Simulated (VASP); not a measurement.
# K3Pd (Pm-3m) in VASP: a series of runs

Aim: see how the results for K3Pd move with the level of theory and the settings. Levels: PBEsol, r2SCAN. Tasks: single point.

Program: VASP 6.6.1. These are calculated values, not measurements. Logs are shortened: lines on timing, memory, paths and dates and some standing lists are left out, and cuts for length are marked.

**1. The cell of the first run**

It takes space group Pm-3m (No. 221, cubic). The conventional cell has a = 5.694 Å, b = 5.694 Å, c = 5.694 Å, α = 90.00°, β = 90.00°, γ = 90.00°. K (site symmetry 4/mmm) has 8 K at 4.03 Å and 4 Pd at 4.03 Å within 5.3 Å. Pd (site symmetry m-3m) has 12 K at 4.03 Å within 5.3 Å.

**2. Single point, PBEsol (strained)**

Contents of INCAR:

```
SYSTEM = K3Pd
PREC = Accurate
ENCUT = 520
EDIFF = 1E-6
ISMEAR = 0
SIGMA = 0.1
LREAL = .FALSE.
LASPH = .TRUE.
NELM = 100
ALGO = Normal
ISIF = 2
LWAVE = .FALSE.
LCHARG = .FALSE.
GGA = PS
NBANDS = 26
```

Contents of KPOINTS:

```
Automatic mesh
0
G
  8 8 8
  0 0 0
```

Contents of POSCAR:

```
K3Pd
1.0
    5.6943401453      0.0000000000      0.0000000000
    0.0000000000      5.6943401453      0.0000000000
    0.0000000000      0.0000000000      5.6943401453
K Pd
3 1
Direct
    0.5000000000      0.5000000000      0.0000000000
    0.5000000000      0.0000000000      0.5000000000
    0.0000000000      0.5000000000      0.5000000000
    0.0000000000      0.0000000000      0.0000000000
```

Potentials or basis: VASP PAW PBE potentials, release 64 (K_sv, Pd).

On the command line:

```sh
$ cat potpaw_PBE.64/K_sv/POTCAR potpaw_PBE.64/Pd/POTCAR > POTCAR
$ mpirun -np 1 vasp_std > vasp.out
```

OUTCAR:

```text
SYSTEM = K3Pd
   PREC = Accurate
   ENCUT = 520
   EDIFF = 1E-6
   ISMEAR = 0
   LREAL = .FALSE.
   LASPH = .TRUE.
   NELM = 100
   ISIF = 2
   GGA = PS

 ion  position               nearest neighbor table
   1  0.500  0.500  0.000-
   2  0.500  0.000  0.500-
   3  0.000  0.500  0.500-
   4  0.000  0.000  0.000-

  LATTYP: Found a simple cubic cell.
 ALAT       =     5.6943401453

  Lattice vectors:

 A1 = (   5.6943401453,   0.0000000000,   0.0000000000)
 A2 = (   0.0000000000,   5.6943401453,   0.0000000000)
 A3 = (   0.0000000000,   0.0000000000,   5.6943401453)

Analysis of symmetry for initial positions (statically):
=====================================================================
 Subroutine PRICEL returns:
 Original cell was already a primitive cell.

 Routine SETGRP: Setting up the symmetry group for a
 simple cubic supercell.

 Subroutine GETGRP returns: Found 48 space group operations
 (whereof 48 operations were pure point group operations)
 out of a pool of 48 trial point group operations.

The static configuration has the point symmetry O_h .

Analysis of symmetry for dynamics (positions and initial velocities):
=====================================================================
 Subroutine PRICEL returns:
 Original cell was already a primitive cell.

 Routine SETGRP: Setting up the symmetry group for a
 simple cubic supercell.

 Subroutine GETGRP returns: Found 48 space group operations
 (whereof 48 operations were pure point group operations)
 out of a pool of 48 trial point group operations.

The dynamic configuration has the point symmetry O_h .

 Subroutine INISYM returns: Found 48 space group operations
 (whereof 48 operations are pure point group operations),
 and found     1 'primitive' translations

----------------------------------------------------------------------------------------

                                     Primitive cell

  volume of cell :     184.6419

  direct lattice vectors                    reciprocal lattice vectors
     5.694340145  0.000000000  0.000000000     0.175612973  0.000000000  0.000000000
     0.000000000  5.694340145  0.000000000     0.000000000  0.175612973  0.000000000
     0.000000000  0.000000000  5.694340145     0.000000000  0.000000000  0.175612973

  length of vectors
     5.694340145  5.694340145  5.694340145     0.175612973  0.175612973  0.175612973

  position of ions in fractional coordinates (direct lattice)
     0.500000000  0.500000000  0.000000000
     0.500000000  0.000000000  0.500000000
     0.000000000  0.500000000  0.500000000
     0.000000000  0.000000000  0.000000000

  ion indices of the primitive-cell ions
   primitive index   ion index
                 1           1
                 2           2
                 3           3
                 4           4

----------------------------------------------------------------------------------------

 KPOINTS: Automatic mesh

Automatic generation of k-mesh.
 Grid dimensions read from file:
 generate k-points for:    8    8    8

 Generating k-lattice:

  Cartesian coordinates                     Fractional coordinates (reciprocal lattice)
     0.021951622  0.000000000  0.000000000     0.125000000  0.000000000  0.000000000
     0.000000000  0.021951622  0.000000000     0.000000000  0.125000000  0.000000000
     0.000000000  0.000000000  0.021951622     0.000000000  0.000000000  0.125000000

  Length of vectors
     0.021951622  0.021951622  0.021951622

  Shift w.r.t. Gamma in fractional coordinates (k-lattice)
     0.000000000  0.000000000  0.000000000

 Subroutine IBZKPT returns following result:
 ===========================================

 Found     35 irreducible k-points:

 Following reciprocal coordinates:
            Coordinates               Weight
  0.000000  0.000000  0.000000      1.000000
  0.125000  0.000000  0.000000      6.000000
  0.250000  0.000000  0.000000      6.000000
  0.375000  0.000000  0.000000      6.000000
  0.500000  0.000000  0.000000      3.000000
  0.125000  0.125000  0.000000     12.000000
[... 16 lines left out ...]
  0.375000  0.375000  0.125000     24.000000
  0.500000  0.375000  0.125000     24.000000
 [... further k-points ...]
   k-points           NKPTS =     35   k-points in BZ     NKDIM =     35   number of bands    NBANDS=     26
   number of dos      NEDOS =    301   number of ions     NIONS =      4
   total plane-waves  NPLWV =  74088
   dimension x,y,z NGX =    42 NGY =   42 NGZ =   42
   dimension x,y,z NGXF=    84 NGYF=   84 NGZF=   84
   ions per type =               3   1
   NGX,Y,Z   is equivalent  to a cutoff of  12.26, 12.26, 12.26 a.u.
   NGXF,Y,Z  is equivalent  to a cutoff of  24.52, 24.52, 24.52 a.u.
 SYSTEM =  K3Pd
   PREC   = accura    normal or accurate (medium, high low for compatibility)
   ISTART =      0    job   : 0-new  1-cont  2-samecut
   ICHARG =      2    charge: 1-file 2-atom 10-const
   ISPIN  =      1    spin polarized calculation?
   LNONCOLLINEAR =      F non collinear calculations
   LSORBIT =      F    spin-orbit coupling
   LASPH  =      T    aspherical Exc in radial PAW
   ENCUT  =  520.0 eV  38.22 Ry    6.18 a.u.  10.59 10.59 10.59*2*pi/ulx,y,z
   NELM   =    100;   NELMIN=  2; NELMDL= -5     # of ELM steps
   EDIFF  = 0.1E-05   stopping-criterion for ELM
   LREAL  =      F    real-space projection
   EDIFFG = 0.1E-04   stopping-criterion for IOM
   NSW    =      0    number of steps for IOM
   IBRION =     -1    ionic relax: 0-MD 1-quasi-New 2-CG
   NFREE  =      0    steps in history (QN), initial steepest desc. (CG)
   ISIF   =      2    stress and relaxation
   ISYM   =      2    0-nonsym 1-usesym 2-fastsym
   POTIM  = 0.5000    time-step for ionic-motion
   TEBEG  =    0.0;   TEEND  =   0.0 temperature during run
   PSTRESS=    0.0 pullay stress
   NELECT =      37.0000    total number of electrons
   NUPDOWN=      -1.0000    fix difference up-down
   EMIN   =  10.00;   EMAX   =-10.00  energy-range for DOS
   EFERMI =   0.00;   METHOD = LEGACY
   ISMEAR =     0;   SIGMA  =   0.10  broadening in eV -4-tet -1-fermi 0-gaus
   EFERMI_NEDOS =   21; number of points for ismear=-14 and -15
   IALGO  =     38    algorithm
   IMIX   =      4    mixing-type and parameters
     AMIX     =   0.40;   BMIX     =  1.00
     AMIX_MAG =   1.60;   BMIX_MAG =  1.00
  volume/ion in A,a.u.               =      46.16       311.51
  Fermi-wavevector in a.u.,A,eV,Ry     =   0.958000  1.810357 12.486927  0.917763
  Thomas-Fermi vector in A             =   2.087068
   LORBIT       =      0    0 simple, 1 ext, 2 COOP (PROOUT), +10 PAW based schemes
   GGA     = PS    functional components
   LHFCALC =     F    Hartree Fock is set to
   AEXX    =    0.0000 exact exchange contribution
   IVDW    =     0    specifies the selected vdW correction
   LEPSILON=     F    determine dielectric tensor
   LRPA    =     F    only Hartree local field effects (RPA)
 non-spin polarized calculation
 Gauss-broadening in eV      SIGMA  =   0.10
  energy-cutoff  :      520.00
  volume of cell :      184.64
 maximum number of plane-waves:      4995
   NGX = 21   NGY = 21   NGZ = 21

 number of electron      37.0000011 magnetization

 Free energy of the ion-electron system (eV)
  ---------------------------------------------------
  ext. energy  EPLUGINS =         0.00000000
  ---------------------------------------------------
  free energy    TOTEN  =        -8.01953859 eV

  energy without entropy =       -8.00940853  energy(sigma->0) =       -8.01447356

 E-fermi :   0.6493     XC(G=0):  -7.0193

 val. band max:        0.5673642398   @ k =   0.5000   0.3750   0.1250
 cond. band min:       0.6495665647   @ k =   0.3750   0.3750   0.0000
 fundamental gap:      0.0822023249
 Fermi energy:         0.6493452094

 k-point     1 :       0.0000    0.0000    0.0000
  band No.  band energies     occupation
      1     -30.9836      2.00000
      2     -30.9531      2.00000
      3     -30.9531      2.00000
      4     -14.6581      2.00000
      5     -14.6581      2.00000
      6     -14.6581      2.00000
[... 18 lines left out ...]
     25       4.0216      0.00000
     26       4.0216      0.00000

 k-point     2 :       0.1250    0.0000    0.0000
  band No.  band energies     occupation
      1     -30.9826      2.00000
      2     -30.9541      2.00000
      3     -30.9531      2.00000
      4     -14.6546      2.00000
      5     -14.6546      2.00000
      6     -14.6525      2.00000
[... 18 lines left out ...]
     25       4.0184      0.00000
     26       4.0320      0.00000

 k-point     3 :       0.2500    0.0000    0.0000
  band No.  band energies     occupation
      1     -30.9797      2.00000
      2     -30.9570      2.00000
      3     -30.9531      2.00000
      4     -14.6454      2.00000
      5     -14.6454      2.00000
      6     -14.6367      2.00000
[... 18 lines left out ...]
     25       4.0118      0.00000
     26       4.1056      0.00000

 k-point     4 :       0.3750    0.0000    0.0000
  band No.  band energies     occupation
      1     -30.9758      2.00000
      2     -30.9608      2.00000
      3     -30.9531      2.00000
      4     -14.6351      2.00000
      5     -14.6351      2.00000
      6     -14.6161      2.00000
[... 18 lines left out ...]
     25       4.0064      0.00000
     26       4.1764      0.00000
[... 496 lines left out ...]
      1     -30.9698      2.00000
      2     -30.9632      2.00000
      3     -30.9565      2.00000
      4     -14.6937      2.00000
      5     -14.5951      2.00000
      6     -14.5515      2.00000
[... 18 lines left out ...]
     25       4.2739      0.00000
     26       4.6995      0.00000

 k-point    23 :       0.3750    0.3750    0.1250
  band No.  band energies     occupation
      1     -30.9691      2.00000
      2     -30.9617      2.00000
      3     -30.9588      2.00000
      4     -14.7055      2.00000
      5     -14.5889      2.00000
      6     -14.5527      2.00000
[... 18 lines left out ...]
     25       3.8991      0.00000
     26       4.8755      0.00000

 k-point    24 :       0.5000    0.3750    0.1250
  band No.  band energies     occupation
      1     -30.9668      2.00000
      2     -30.9632      2.00000
      3     -30.9596      2.00000
      4     -14.7100      2.00000
      5     -14.5836      2.00000
      6     -14.5601      2.00000
[... 18 lines left out ...]
     25       3.9436      0.00000
     26       4.8632      0.00000

 [... further k-points ...]
[... 5 lines left out ...]
  --------------------------------------------------------------------------------------
  -------------------------------------------------------------------------------------
  Total       -1.6138194     -1.6138194     -1.6138194     -0.0000000     -0.0000000     -0.0000000
  in kB      -14.0034580    -14.0034580    -14.0034580     -0.0000000     -0.0000000     -0.0000000
  external PRESSURE =     -14.0034580 kB  Pullay stress =       0.0000000 kB

 VOLUME and BASIS-vectors are now :
 -----------------------------------------------------------------------------
  energy-cutoff  :      520.00
  volume of cell :      184.64
      direct lattice vectors                 reciprocal lattice vectors
     5.694340145  0.000000000  0.000000000     0.175612973  0.000000000  0.000000000
     0.000000000  5.694340145  0.000000000     0.000000000  0.175612973  0.000000000
     0.000000000  0.000000000  5.694340145     0.000000000  0.000000000  0.175612973

 POSITION                                       TOTAL-FORCE (eV/Angst)
 -----------------------------------------------------------------------------------
      2.84717      2.84717      0.00000         0.000000      0.000000      0.000000
      2.84717      0.00000      2.84717         0.000000      0.000000      0.000000
      0.00000      2.84717      2.84717         0.000000      0.000000      0.000000
      0.00000      0.00000      0.00000         0.000000      0.000000      0.000000
 -----------------------------------------------------------------------------------
    total drift:                                0.000000     -0.000000     -0.000000

  FREE ENERGIE OF THE ION-ELECTRON SYSTEM (eV)
  ---------------------------------------------------
  free  energy   TOTEN  =        -8.0195385924 eV

  energy  without entropy=       -8.0094085254  energy(sigma->0) =       -8.01447356
```

It took 87 s on 1 thread of Intel Xeon Platinum 8559C (Emerald Rapids), shared host; peak memory 0.35 GiB.

What came out:

| Property | Result |
| --- | --- |
| Free energy | -8.0195 eV |
| Pressure | -1.4 GPa |

Levels at points of the mesh, in eV from the Fermi level:
| k point | band 16 | band 17 | band 18 | band 19 | band 20 | band 21 |
| --- | --- | --- | --- | --- | --- | --- |
| (0.00, 0.00, 0.00) | -0.94 | -0.94 | -0.94 | 0.37 | 2.48 | 2.48 |
| (0.50, 0.00, 0.00) | -0.93 | -0.93 | -0.92 | -0.78 | 1.61 | 2.37 |
| (0.50, 0.50, 0.00) | -0.92 | -0.82 | -0.64 | 0.24 | 0.24 | 0.42 |
| (0.50, 0.50, 0.50) | -0.84 | -0.84 | -0.53 | 1.19 | 1.42 | 1.42 |

Caveat: the cell differs from its parent crystal (strained); the PAW data sets were made with another functional, which shifts forces and pressure a little.

**3. Single point, r2SCAN (functional r2SCAN, strained)**

Contents of POSCAR:

```
K3Pd
1.0
    5.6241539277      0.0000000000      0.0000000000
    0.0000000000      5.6241539277      0.0000000000
    0.0000000000      0.0000000000      5.6241539277
K Pd
3 1
Direct
    0.5000000000      0.5000000000      0.0000000000
    0.5000000000      0.0000000000      0.5000000000
    0.0000000000      0.5000000000      0.5000000000
    0.0000000000      0.0000000000      0.0000000000
```

Contents of INCAR.step1:

```
ALGO = Normal
EDIFF = 1E-4
ENCUT = 520
GGA = PE
ISMEAR = 0
LASPH = T
LCHARG = F
LREAL = F
LWAVE = T
NBANDS = 26
NELM = 100
PREC = Accurate
SIGMA = 0.1
```

Contents of INCAR.step2:

```
ALGO = Normal
EDIFF = 1E-6
ENCUT = 520
ISIF = 2
ISMEAR = 0
ISTART = 1
LASPH = T
LCHARG = F
LMIXTAU = T
LREAL = F
LWAVE = F
METAGGA = R2SCAN
NBANDS = 26
NELM = 100
PREC = Accurate
SIGMA = 0.1
```

Contents of KPOINTS:

```
k-points
0
Gamma
  8 8 8
```

Potentials or basis: VASP PAW PBE potentials, release 64 (K_sv, Pd).

On the command line:

```sh
$ cat potpaw_PBE.64/K_sv/POTCAR potpaw_PBE.64/Pd/POTCAR > POTCAR
$ cp INCAR.step1 INCAR
$ mpirun -np 1 vasp_std > vasp.out
$ cp INCAR.step2 INCAR
$ mpirun -np 1 vasp_std > vasp.out
```

Run time: 5.8 min. Hardware: 1 thread of Intel Xeon Platinum 8559C (Emerald Rapids), shared host; peak memory 0.38 GiB.

Results (log left out):

```
Free energy : -39.9220 eV
Pressure    : -1.0 GPa
```

Levels at points of the mesh, in eV from the Fermi level:
```csv
k point,band 14,band 15,band 16,band 17,band 18,band 19,band 20,band 21,band 22,band 23
"(0.00, 0.00, 0.00)",-1.21,-1.21,-1.09,-1.09,-1.09,0.27,2.64,2.64,2.64,2.98
"(0.50, 0.00, 0.00)",-1.16,-1.08,-1.08,-1.07,-0.99,-0.92,1.59,2.46,2.46,3.68
"(0.50, 0.50, 0.00)",-1.19,-1.07,-1.07,-0.97,-0.80,0.35,0.35,0.46,2.63,3.23
"(0.50, 0.50, 0.50)",-1.21,-1.21,-0.98,-0.98,-0.72,1.22,1.50,1.50,1.50,1.87
```

Caveat: the cell differs from its parent crystal (functional r2SCAN, strained); the PAW data sets were made with another functional, which shifts forces and pressure a little.

(Continued in part 2 of 3.)
